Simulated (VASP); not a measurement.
# HgTe (F-43m) in VASP: a series of runs

The runs below take HgTe through single point, with PBE.

Everything below comes from runs of VASP 6.6.1. Logs are shortened: lines on timing, memory, paths and dates and some standing lists are left out, and cuts for length are marked.

## 1. The cell of the first run

Symmetry: F-43m, No. 216, cubic system. The conventional cell has a = 6.532 Å, b = 6.532 Å, c = 6.532 Å, α = 90.00°, β = 90.00°, γ = 90.00°. Within 3.7 Å of Hg (site symmetry -43m) lie 4 Te at 2.83 Å. Within 3.7 Å of Te (site symmetry -43m) lie 4 Hg at 2.83 Å.

## 2. Single point, PBE (volume scaled by 1.04, then relaxed in part)

INCAR

```
PREC = Accurate ; ENCUT = 520
EDIFF = 1E-6 ; ISMEAR = -1
SIGMA = 0.05 ; LREAL = False
LASPH = True ; NELM = 60
ALGO = Normal ; ISIF = 2
LWAVE = False ; LCHARG = False
GGA = PE ; NBANDS = 16
```

KPOINTS

```
regular mesh
0
Gamma
  13 13 13
```

POSCAR

```
HgTe
1.0
    0.0000000000      3.2659193382      3.2659193382
    3.2659193382      0.0000000000      3.2659193382
    3.2659193382      3.2659193382      0.0000000000
Hg Te
1 1
Direct
    0.0000000000      0.0000000000      0.0000000000
    0.2500000000      0.2500000000      0.2500000000
```

Potentials or basis: VASP PAW PBE potentials, release 64 (Hg, Te).

Started as:

```bash
$ cat potpaw_PBE.64/Hg/POTCAR potpaw_PBE.64/Te/POTCAR > POTCAR
$ mpirun -np 1 vasp_std > vasp.out
```

OUTCAR:

```text
PREC = Accurate
   ENCUT = 520
   EDIFF = 1E-6
   ISMEAR = -1
   LREAL = False
   LASPH = True
   NELM = 60
   ISIF = 2
   GGA = PE

 ion  position               nearest neighbor table
   1  0.000  0.000  0.000-   2 2.83   2 2.83   2 2.83   2 2.83
   2  0.250  0.250  0.250-   1 2.83   1 2.83   1 2.83   1 2.83

  LATTYP: Found a face centered cubic cell.
 ALAT       =     6.5318386764

  Lattice vectors:

 A1 = (   0.0000000000,   3.2659193382,   3.2659193382)
 A2 = (   3.2659193382,   0.0000000000,   3.2659193382)
 A3 = (   3.2659193382,   3.2659193382,   0.0000000000)

Analysis of symmetry for initial positions (statically):
=====================================================================
 Subroutine PRICEL returns:
 Original cell was already a primitive cell.

 Routine SETGRP: Setting up the symmetry group for a
 face centered cubic supercell.

 Subroutine GETGRP returns: Found 24 space group operations
 (whereof 24 operations were pure point group operations)
 out of a pool of 48 trial point group operations.

The static configuration has the point symmetry T_d .

Analysis of symmetry for dynamics (positions and initial velocities):
=====================================================================
 Subroutine PRICEL returns:
 Original cell was already a primitive cell.

 Routine SETGRP: Setting up the symmetry group for a
 face centered cubic supercell.

 Subroutine GETGRP returns: Found 24 space group operations
 (whereof 24 operations were pure point group operations)
 out of a pool of 48 trial point group operations.

The dynamic configuration has the point symmetry T_d .

 Subroutine INISYM returns: Found 24 space group operations
 (whereof 24 operations are pure point group operations),
 and found     1 'primitive' translations

----------------------------------------------------------------------------------------

                                     Primitive cell

  volume of cell :      69.6701

  direct lattice vectors                    reciprocal lattice vectors
     0.000000000  3.265919338  3.265919338    -0.153096249  0.153096249  0.153096249
     3.265919338  0.000000000  3.265919338     0.153096249 -0.153096249  0.153096249
     3.265919338  3.265919338  0.000000000     0.153096249  0.153096249 -0.153096249

  length of vectors
     4.618707422  4.618707422  4.618707422     0.265170482  0.265170482  0.265170482

  position of ions in fractional coordinates (direct lattice)
[... 77 lines left out ...]
   ENCUT  =  520.0 eV  38.22 Ry    6.18 a.u.   8.59  8.59  8.59*2*pi/ulx,y,z
   NELM   =     60;   NELMIN=  2; NELMDL= -5     # of ELM steps
   EDIFF  = 0.1E-05   stopping-criterion for ELM
   LREAL  =      F    real-space projection
   EDIFFG = 0.1E-04   stopping-criterion for IOM
   NSW    =      0    number of steps for IOM
   IBRION =     -1    ionic relax: 0-MD 1-quasi-New 2-CG
   NFREE  =      0    steps in history (QN), initial steepest desc. (CG)
   ISIF   =      2    stress and relaxation
   ISYM   =      2    0-nonsym 1-usesym 2-fastsym
   POTIM  = 0.5000    time-step for ionic-motion
   TEBEG  =    0.0;   TEEND  =   0.0 temperature during run
   PSTRESS=    0.0 pullay stress
   NELECT =      18.0000    total number of electrons
   NUPDOWN=      -1.0000    fix difference up-down
   EMIN   =  10.00;   EMAX   =-10.00  energy-range for DOS
   EFERMI =   0.00;   METHOD = LEGACY
   ISMEAR =    -1;   SIGMA  =   0.05  broadening in eV -4-tet -1-fermi 0-gaus
   EFERMI_NEDOS =   21; number of points for ismear=-14 and -15
   IALGO  =     38    algorithm
   IMIX   =      4    mixing-type and parameters
     AMIX     =   0.40;   BMIX     =  1.00
     AMIX_MAG =   1.60;   BMIX_MAG =  1.00
  volume/ion in A,a.u.               =      34.84       235.08
  Fermi-wavevector in a.u.,A,eV,Ry     =   1.042678  1.970376 14.791947  1.087177
  Thomas-Fermi vector in A             =   2.177354
   LORBIT       =      0    0 simple, 1 ext, 2 COOP (PROOUT), +10 PAW based schemes
   GGA     = PE    functional components
   LHFCALC =     F    Hartree Fock is set to
   AEXX    =    0.0000 exact exchange contribution
   IVDW    =     0    specifies the selected vdW correction
   LEPSILON=     F    determine dielectric tensor
   LRPA    =     F    only Hartree local field effects (RPA)
 non-spin polarized calculation
  energy-cutoff  :      520.00
  volume of cell :       69.67
 maximum number of plane-waves:      1893
   NGX = 17   NGY = 17   NGZ = 17

 number of electron      18.0000002 magnetization

 Free energy of the ion-electron system (eV)
  ---------------------------------------------------
  ext. energy  EPLUGINS =         0.00000000
  ---------------------------------------------------
  free energy    TOTEN  =        -3.62560745 eV

  energy without entropy =       -3.62537696  energy(sigma->0) =       -3.62549221

 E-fermi :   2.8816     XC(G=0):  -8.6011

 val. band max:        2.7695112894   @ k =   0.0000   0.0000   0.0000
 cond. band min:       3.1380918216   @ k =   0.0769   0.0000   0.0000
 fundamental gap:      0.3685805321
 Fermi energy:         2.8815766606

 k-point     1 :       0.0000    0.0000    0.0000
  band No.  band energies     occupation
      1      -8.9969      2.00000
      2      -4.4051      2.00000
      3      -4.4051      2.00000
      4      -4.4051      2.00000
      5      -3.9123      2.00000
      6      -3.9123      2.00000
[... 433 lines left out ...]
      3      -4.2485      2.00000
      4      -3.9754      2.00000
      5      -3.8859      2.00000
      6      -3.7455      2.00000
[... 8 lines left out ...]
     15      12.2454      0.00000
     16      12.9836      0.00000

 [... further k-points ...]

------------------------ aborting loop because EDIFF is reached ----------------------------------------

  FORCE on cell =-STRESS in cart. coord.  units (eV):
  Direction    XX          YY          ZZ          XY          YZ          ZX
  --------------------------------------------------------------------------------------
  -------------------------------------------------------------------------------------
  Total        0.9495354      0.9495354      0.9495354      0.0000000      0.0000000     -0.0000000
  in kB       21.8361159     21.8361159     21.8361159      0.0000000      0.0000000     -0.0000000
  external PRESSURE =      21.8361159 kB  Pullay stress =       0.0000000 kB

 VOLUME and BASIS-vectors are now :
 -----------------------------------------------------------------------------
  energy-cutoff  :      520.00
  volume of cell :       69.67
      direct lattice vectors                 reciprocal lattice vectors
     0.000000000  3.265919338  3.265919338    -0.153096249  0.153096249  0.153096249
     3.265919338  0.000000000  3.265919338     0.153096249 -0.153096249  0.153096249
     3.265919338  3.265919338  0.000000000     0.153096249  0.153096249 -0.153096249

 POSITION                                       TOTAL-FORCE (eV/Angst)
 -----------------------------------------------------------------------------------
      0.00000      0.00000      0.00000        -0.000000     -0.000000     -0.000000
      1.63296      1.63296      1.63296         0.000000      0.000000      0.000000
 -----------------------------------------------------------------------------------
    total drift:                               -0.000000     -0.000000     -0.000000

  FREE ENERGIE OF THE ION-ELECTRON SYSTEM (eV)
  ---------------------------------------------------
  free  energy   TOTEN  =        -3.6256074461 eV

  energy  without entropy=       -3.6253769644  energy(sigma->0) =       -3.62549221
```

OSZICAR:

```text
N       E                     dE             d eps       ncg     rms          rms(c)
DAV:   1     0.105788640946E+03    0.10579E+03   -0.80377E+03  2704   0.970E+02
DAV:   2    -0.730339100198E-01   -0.10586E+03   -0.99083E+02  3088   0.227E+02
DAV:   3    -0.379826676149E+01   -0.37252E+01   -0.37158E+01  3408   0.441E+01
DAV:   4    -0.383287501696E+01   -0.34608E-01   -0.34606E-01  3944   0.386E+00
DAV:   5    -0.383296017652E+01   -0.85160E-04   -0.85159E-04  3488   0.185E-01    0.716E+00
DAV:   6    -0.363299249770E+01    0.19997E+00   -0.39309E-01  3128   0.832E+00    0.572E+00
DAV:   7    -0.362618960557E+01    0.68029E-02   -0.94064E-02  3072   0.207E+00    0.214E+00
DAV:   8    -0.362554658475E+01    0.64302E-03   -0.97907E-03  2976   0.112E+00    0.510E-01
DAV:   9    -0.362556519384E+01   -0.18609E-04   -0.71851E-04  3512   0.306E-01    0.113E-01
DAV:  10    -0.362559432989E+01   -0.29136E-04   -0.85843E-05  3352   0.810E-02    0.483E-02
DAV:  11    -0.362560910885E+01   -0.14779E-04   -0.31571E-05  3280   0.410E-02    0.314E-02
DAV:  12    -0.362560753053E+01    0.15783E-05   -0.36506E-06  3168   0.148E-02    0.175E-02
DAV:  13    -0.362560744613E+01    0.84404E-07   -0.43465E-07  2008   0.336E-03
   1 F= -.36256074E+01 E0= -.36254922E+01  d E =-.230482E-03
```

Run time: 40 s. Hardware: 1 thread of Intel Xeon 6975P-C (Granite Rapids), shared host; peak memory 0.26 GiB.

Results:

| Property | Result |
| --- | --- |
| Free energy | -3.6256 eV |
| Pressure | 2.2 GPa |
| Band gap on the k mesh | zero (filled and empty bands touch) |

Caveat: spin-orbit coupling is left out, which moves the levels of the heavy elements.

(Continued in part 2 of 2.)
